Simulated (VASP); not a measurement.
# LiAl16O24 (a cell with a defect) in VASP: further runs

LiAl16O24 (a cell with a defect) is run at these levels: PBE; tasks: single point.

All numbers are computed with VASP 6.6.1; they aren't measurements. Logs are shortened: lines on timing, memory, paths and dates and some standing lists are left out, and cuts for length are marked.

### 1 The cell of the first run

The cell holds a defect, 41 atoms: a = 5.181 Å, b = 10.361 Å, c = 10.361 Å, α = 55.29°, β = 55.29°, γ = 55.29°.

### 2 Single point, PBE

INCAR reads:

```
PREC = Accurate
ENCUT = 650
EDIFF = 1E-6
ISMEAR = -1
SIGMA = 0.01
LREAL = Auto
LASPH = True
NELM = 120
ALGO = Normal
ISIF = 2
LWAVE = False
LCHARG = False
GGA = PE
NELECT = 194.0
NBANDS = 124
GGA_COMPAT = False
ISYM = -1
```

KPOINTS reads:

```
explicit points
1
Reciprocal
  0.25000000   0.25000000   0.25000000 1
```

POSCAR reads:

```
LiAl16O24
1.0
    2.4039417600      1.3879164200      4.3742070900
   -4.8078835200      2.7758328500      8.7484141900
    0.0000000000     -5.5516656900      8.7484141900
Al O Li
16 24 1
Direct
    0.6192627466      0.3208117606      0.3456219926
    0.8480306311      0.4296961936      0.4268573757
    0.1490936369      0.0749301472      0.0730953724
    0.3742404681      0.1652744469      0.1841610765
    0.6384019697      0.3229887222      0.8174215695
    0.8314923721      0.4326095314      0.9029797442
    0.1422552945      0.0744484432      0.5774974705
    0.3445863663      0.1735419655      0.6831702009
    0.6497814433      0.8230379813      0.3257979318
    0.8493811293      0.9299326301      0.4270888579
    0.1485583716      0.5801843289      0.0759668081
    0.3497465371      0.6809458450      0.1753966938
    0.6471091671      0.8254338387      0.8233470923
    0.8510501763      0.9262123427      0.9272530891
    0.1465294924      0.5799573459      0.5681508068
    0.3468483918      0.6803720015      0.6733497186
    0.4457665329      0.0277379398      0.3797637849
    0.9417258432      0.1322166143      0.2780639304
    0.0641378558      0.3734750775      0.2240187795
    0.7477266914      0.2245302770      0.0249378617
    0.2357393660      0.2785208295      0.4775883407
    0.5494007094      0.4722355063      0.1251867702
    0.4437259660      0.0266109566      0.8772538538
    0.9413301859      0.1242155600      0.7801522094
    0.0461213883      0.3801941382      0.7142052911
    0.7390380720      0.2244955559      0.5332255901
    0.2472790090      0.2789221766      0.9594885994
    0.5469604997      0.4768372979      0.6225538941
    0.4442932214      0.5295831353      0.3728553261
    0.9433555299      0.6265205345      0.2783492374
    0.0537711623      0.8782770475      0.2223466303
    0.7514784971      0.7205720618      0.0293102925
    0.2474633145      0.7814770013      0.4708195838
    0.5545616340      0.9744432974      0.1264413155
    0.4253093224      0.5296540215      0.8756836408
    0.9345684923      0.6265601514      0.7769688320
    0.0535660976      0.8757957137      0.7228621107
    0.7473807585      0.7240399651      0.5273143431
    0.2490156812      0.7793951703      0.9727888838
    0.5529135322      0.9748434857      0.6260473046
    0.9650265310      0.3951908505      0.0815175009
```

Potentials or basis: VASP PAW PBE potentials, release 64 (Al, O, Li_sv).

Started as:

```sh
cat potpaw_PBE.64/Al/POTCAR potpaw_PBE.64/O/POTCAR potpaw_PBE.64/Li_sv/POTCAR > POTCAR
mpirun -np 1 vasp_std > vasp.out
```

OUTCAR:

```text
PREC = Accurate
   ENCUT = 650
   EDIFF = 1E-6
   ISMEAR = -1
   LREAL = Auto
   LASPH = True
   NELM = 120
   ISIF = 2
   GGA = PE
   NELECT = 194.0
   ISYM = -1

 ion  position               nearest neighbor table
   1  0.619  0.321  0.346-  21 1.80  18 1.90  26 1.90  29 1.94  22 2.01  19 2.13  41 2.21   2 2.67
                             8 2.70  12 2.89   4 3.02   2 3.17  10 3.21
   2  0.848  0.430  0.427-  28 1.86  21 1.86  30 1.87  29 1.99  19 2.00  26 2.01   1 2.67  15 2.81
                            11 2.82   7 2.84   5 3.17   1 3.17   9 3.22
   3  0.149  0.075  0.073-  23 1.86  31 1.86  20 1.90  27 1.95  34 1.99  18 2.03   4 2.75  14 2.81
                            10 2.83   6 2.91  41 2.93   4 3.16   8 3.20  12 3.22
   4  0.374  0.165  0.184-  17 1.80  20 1.85  19 1.93  34 1.94  18 2.02  27 2.23  41 2.29   9 2.73
                             3 2.75   5 2.92   1 3.02   3 3.16   7 3.21
   5  0.638  0.323  0.817-  27 1.84  24 1.84  28 1.85  25 2.02  35 2.05  20 2.05   6 2.55   8 2.81
                            16 2.85   4 2.92  41 2.95   2 3.17  14 3.22   6 3.33
   6  0.831  0.433  0.903-  25 1.84  35 1.86  36 1.86  20 1.94  27 2.00  22 2.04  41 2.09   5 2.55
                            15 2.72  11 2.79   3 2.91  13 3.29  16 3.33   5 3.33
   7  0.142  0.074  0.577-  37 1.86  17 1.87  26 1.89  21 1.97  24 1.97  40 1.99   8 2.68  14 2.80
                            10 2.83   2 2.84   4 3.21  16 3.23   8 3.26
   8  0.345  0.174  0.683-  23 1.85  25 1.88  26 1.88  24 1.97  40 1.97  21 2.02   7 2.68   1 2.70
                            13 2.79   5 2.81   3 3.20   7 3.26  15 3.31
   9  0.650  0.823  0.326-  30 1.86  33 1.87  34 1.89  38 1.96  31 1.99  17 2.01  10 2.69   4 2.73
[... 25 lines left out ...]
  27  0.247  0.279  0.959-  41 1.68   5 1.84   3 1.95   6 2.00   4 2.23
  28  0.547  0.477  0.623-   5 1.85   2 1.86  15 1.97  16 1.99
  29  0.444  0.530  0.373-  15 1.86  12 1.87   1 1.94   2 1.99
  30  0.943  0.627  0.278-   9 1.86   2 1.87  11 1.95  12 2.00
  31  0.054  0.878  0.222-   3 1.86  12 1.87   9 1.99  10 2.00
  32  0.751  0.721  0.029-  12 1.86  11 1.87  14 2.00  13 2.01
  33  0.247  0.781  0.471-  10 1.87   9 1.87  16 1.97  15 1.97
  34  0.555  0.974  0.126-  14 1.89   9 1.89   4 1.94   3 1.99
  35  0.425  0.530  0.876-   6 1.86  16 1.88  11 1.91   5 2.05
  36  0.935  0.627  0.777-   6 1.86  13 1.87  15 2.00  16 2.02
  37  0.054  0.876  0.723-  16 1.86   7 1.86  13 1.98  14 1.99
  38  0.747  0.724  0.527-  15 1.86  16 1.87   9 1.96  10 2.01
  39  0.249  0.779  0.973-  14 1.87  13 1.88  11 1.94  12 1.98
  40  0.553  0.975  0.626-  13 1.87  10 1.87   8 1.97   7 1.99
  41  0.965  0.395  0.082-  27 1.68  22 1.68  19 1.69   6 2.09   1 2.21   4 2.29  11 2.54   3 2.93
                             5 2.95  12 2.98

IMPORTANT INFORMATION: All symmetrisations will be switched off!
NOSYMM: (Re-)initialisation of all symmetry stuff for point group C_1.

----------------------------------------------------------------------------------------

                                     Primitive cell

  volume of cell :     350.2659

[... 140 lines left out ...]
   EFERMI_NEDOS =   21; number of points for ismear=-14 and -15
   IALGO  =     38    algorithm
   IMIX   =      4    mixing-type and parameters
     AMIX     =   0.40;   BMIX     =  1.00
     AMIX_MAG =   1.60;   BMIX_MAG =  1.00
  volume/ion in A,a.u.               =       8.54        57.65
  Fermi-wavevector in a.u.,A,eV,Ry     =   1.344444  2.540631 24.592943  1.807530
  Thomas-Fermi vector in A             =   2.472437
   LORBIT       =      0    0 simple, 1 ext, 2 COOP (PROOUT), +10 PAW based schemes
   GGA     = PE    functional components
   LHFCALC =     F    Hartree Fock is set to
   AEXX    =    0.0000 exact exchange contribution
   IVDW    =     0    specifies the selected vdW correction
   LEPSILON=     F    determine dielectric tensor
   LRPA    =     F    only Hartree local field effects (RPA)
 non-spin polarized calculation
  energy-cutoff  :      650.00
  volume of cell :      350.27
 maximum number of plane-waves:     13191
 NGX is ok and might be reduce to    48
   NGX = 21   NGY = 43   NGZ = 43

 number of electron     194.0000000 magnetization

 Free energy of the ion-electron system (eV)
  ---------------------------------------------------
  ext. energy  EPLUGINS =         0.00000000
  ---------------------------------------------------
  free energy    TOTEN  =      -308.58372679 eV

  energy without entropy =     -308.58372679  energy(sigma->0) =     -308.58372679

 E-fermi :   6.1000     XC(G=0): -11.5730

 val. band max:        5.8501441550   @ k =   0.2500   0.2500   0.2500
 cond. band min:      12.5533096062   @ k =   0.2500   0.2500   0.2500
 fundamental gap:      6.7031654512
 Fermi energy:         6.1000419791

 k-point     1 :       0.2500    0.2500    0.2500
  band No.  band energies     occupation
      1     -36.9710      2.00000
      2     -12.9035      2.00000
      3     -11.9794      2.00000
      4     -11.9200      2.00000
      5     -11.8980      2.00000
      6     -11.8280      2.00000
[... 101 lines left out ...]
    108      15.7358      0.00000
    109      15.7563      0.00000
 [bands above 109 left out]

------------------------ aborting loop because EDIFF is reached ----------------------------------------

  FORCE on cell =-STRESS in cart. coord.  units (eV):
  Direction    XX          YY          ZZ          XY          YZ          ZX
  --------------------------------------------------------------------------------------
  -------------------------------------------------------------------------------------
  Total       -5.8113056     -3.0000033     -0.3898563      0.5268603     -3.5316467      2.4878914
  in kB      -26.5819268    -13.7225391     -1.7832706      2.4099509    -16.1543689     11.3800496
  external PRESSURE =     -14.0292455 kB  Pullay stress =       0.0000000 kB

 VOLUME and BASIS-vectors are now :
 -----------------------------------------------------------------------------
  energy-cutoff  :      650.00
  volume of cell :      350.27
      direct lattice vectors                 reciprocal lattice vectors
     2.403941760  1.387916420  4.374207090     0.207991728  0.120084080  0.076204287
    -4.807883520  2.775832850  8.748414190    -0.103995864  0.060042040  0.038102144
     0.000000000 -5.551665690  8.748414190    -0.000000000 -0.120084080  0.038102144

 POSITION                                       TOTAL-FORCE (eV/Angst)
 -----------------------------------------------------------------------------------
     -0.05375     -0.16877      8.53902         0.092835      0.060419     -0.196474
     -0.02731     -0.00001     11.20295         0.025445     -0.051714     -0.064119
     -0.00184      0.00912      1.94715        -0.178851     -0.011097      0.043201
      0.10503     -0.04421      4.69401         0.072013     -0.104891     -0.054632
     -0.01821     -2.75544     12.76928         0.043880     -0.038426     -0.093229
     -0.08108     -2.65815     15.32141         0.079359     -0.173560     -0.194204
[... 33 lines left out ...]
     -3.35776     -0.00220     16.42381         0.029757     -0.014595     -0.010463
      0.41984      1.98380      8.39167        -0.514055      1.127929      1.389300
 -----------------------------------------------------------------------------------
    total drift:                                0.031867      0.000507     -0.012253

  FREE ENERGIE OF THE ION-ELECTRON SYSTEM (eV)
  ---------------------------------------------------
  free  energy   TOTEN  =      -308.5837267948 eV

  energy  without entropy=     -308.5837267948  energy(sigma->0) =     -308.58372679
```

OSZICAR:

```text
N       E                     dE             d eps       ncg     rms          rms(c)
DAV:   1     0.127598403811E+04    0.12760E+04   -0.11596E+05   248   0.180E+03
DAV:   2    -0.244520629490E+03   -0.15205E+04   -0.14829E+04   300   0.362E+02
DAV:   3    -0.337311167864E+03   -0.92791E+02   -0.92362E+02   304   0.934E+01
DAV:   4    -0.339800300263E+03   -0.24891E+01   -0.24771E+01   400   0.130E+01
DAV:   5    -0.339839867384E+03   -0.39567E-01   -0.39556E-01   296   0.166E+00    0.346E+01
DAV:   6    -0.308444372204E+03    0.31395E+02   -0.13414E+02   280   0.318E+01    0.121E+01
DAV:   7    -0.308522840576E+03   -0.78468E-01   -0.32540E+00   296   0.516E+00    0.664E+00
DAV:   8    -0.308551206643E+03   -0.28366E-01   -0.30966E-01   288   0.238E+00    0.196E+00
DAV:   9    -0.308579237482E+03   -0.28031E-01   -0.86910E-02   312   0.123E+00    0.534E-01
DAV:  10    -0.308584066948E+03   -0.48295E-02   -0.24033E-02   296   0.554E-01    0.341E-01
DAV:  11    -0.308583365501E+03    0.70145E-03   -0.61209E-03   320   0.360E-01    0.200E-01
DAV:  12    -0.308583724296E+03   -0.35879E-03   -0.12206E-03   272   0.122E-01    0.438E-02
DAV:  13    -0.308583721639E+03    0.26567E-05   -0.22215E-04   304   0.594E-02    0.205E-02
DAV:  14    -0.308583726496E+03   -0.48568E-05   -0.41332E-05   288   0.229E-02    0.129E-02
DAV:  15    -0.308583726552E+03   -0.56458E-07   -0.11462E-05   304   0.138E-02    0.531E-03
DAV:  16    -0.308583726795E+03   -0.24267E-06   -0.43414E-06   264   0.692E-03
   1 F= -.30858373E+03 E0= -.30858373E+03  d E =-.751716E-11
```

stdout:

```text
POSCAR found type information on POSCAR AlO Li
 POSCAR found :  3 types and      41 ions
 scaLAPACK will be used
 LDA part: xc-table for (Slater+PW92), standard interpolation
 POSCAR, INCAR and KPOINTS ok, starting setup
 FFT: planning ... GRIDC
 FFT: planning ... GRID_SOFT
 FFT: planning ... GRID
 WAVECAR not read
 entering main loop
 the old and the new charge density differ
 old charge density:   195.00000 new  194.00000
    0.346E+01
```

Wall time 3.7 min (1 thread of Intel Xeon Platinum 8175M at 2.50GHz (Skylake/Cascade Lake), shared host); peak memory 0.74 GiB.

Results:

```yaml
Free_energy: -308.5837 eV
Largest_force: 1.862 eV/Å
```

Forces on the atoms (eV/Å):
```
Al   0.093  0.060 -0.196
Al   0.025 -0.052 -0.064
Al  -0.179 -0.011  0.043
Al   0.072 -0.105 -0.055
Al   0.044 -0.038 -0.093
Al   0.079 -0.174 -0.194
Al  -0.007 -0.041 -0.035
Al   0.003  0.015 -0.020
Al   0.000 -0.034 -0.006
Al   0.017  0.016 -0.010
Al   0.001  0.028  0.159
Al  -0.023 -0.046  0.082
Al   0.029 -0.016 -0.037
Al  -0.030 -0.027 -0.019
Al   0.029 -0.051 -0.045
Al   0.012 -0.033 -0.031
O    0.002 -0.011 -0.040
O   -0.054  0.166 -0.051
O    0.082 -0.047  0.203
O   -0.014 -0.005 -0.195
O   -0.022 -0.058 -0.080
O    0.016 -0.061 -0.072
O   -0.002 -0.053 -0.022
O    0.028 -0.001 -0.070
O    0.038 -0.022 -0.081
O    0.047  0.021 -0.054
O    0.061 -0.020 -0.156
O    0.022 -0.011 -0.050
O    0.038 -0.012 -0.042
O    0.018 -0.019  0.016
O   -0.037 -0.015  0.024
O    0.052 -0.044 -0.028
O    0.001 -0.034 -0.012
O    0.018 -0.058  0.003
O   -0.037 -0.098 -0.051
O    0.022 -0.123 -0.046
O    0.015 -0.053 -0.039
O    0.010 -0.018 -0.019
O    0.014 -0.027  0.005
O    0.030 -0.015 -0.010
Li  -0.514  1.128  1.389
```

Levels at points of the mesh, in eV from the Fermi level:
```tsv
k point	band 93	band 94	band 95	band 96	band 97	band 98	band 99	band 100	band 101	band 102
(0.25, 0.25, 0.25)	-0.59	-0.53	-0.50	-0.29	-0.25	6.45	8.46	8.59	8.74	8.95
```

Caveat: the cell carries a net charge on a neutralising background, which shifts energy and pressure; the cell is charged against a uniform background, so pressure and absolute levels hang on convention.

(Part 1 of 2 ends here.)
